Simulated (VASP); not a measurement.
Here is a VASP 6.6.1 calculation.

Contents of INCAR:

```
PREC     = Accurate       # precision mode
ENCUT    = 520            # plane-wave cutoff, eV
EDIFF    = 1E-6           # SCF threshold, eV
ISMEAR   = 0              # smearing method
SIGMA    = 0.01           # smearing width, eV
LREAL    = F              # projectors in reciprocal space
LASPH    = T              # aspherical terms in the spheres
NELM     = 80             # most SCF steps
ALGO     = Normal         # electronic algorithm
ISIF     = 2              # what is computed and relaxed
LWAVE    = F              # write WAVECAR
LCHARG   = F              # write CHGCAR
GGA      = PS             # functional
NBANDS   = 16             # bands
```

The input KPOINTS:

```
regular mesh
0
Gamma
  8 8 8
```

File POSCAR:

```
ZnSe
1.0
    2.8729243728      2.8729243728      0.0000000000
   -2.8729243728      2.8729243728      0.0000000000
    0.0000000000      2.8729243728      2.7484854822
Zn Se
1 1
Direct
    0.0000000000      0.0000000000      0.0000000000
    0.7500000000      0.2500000000      0.5000000000
```

Potentials or basis: VASP PAW PBE potentials, release 64 (Zn, Se).

Run with:

```bash
$ cat potpaw_PBE.64/Zn/POTCAR potpaw_PBE.64/Se/POTCAR > POTCAR
$ mpirun -np 1 vasp_std > vasp.out
```

Question: What does it give for the band gap on the k mesh?

Answer: 1.08 eV.

Question: Predict the pressure.

Answer: -0.7 GPa.

Stress tensor (GPa, compression positive):
```
-1.22  0.00  0.00
 0.00 -1.22  0.00
 0.00  0.00  0.25
```

Caveat: the cell differs from its parent crystal (in-plane strain +0.02, then relaxed in part); the PAW data sets were made with another functional, which shifts forces and pressure a little.
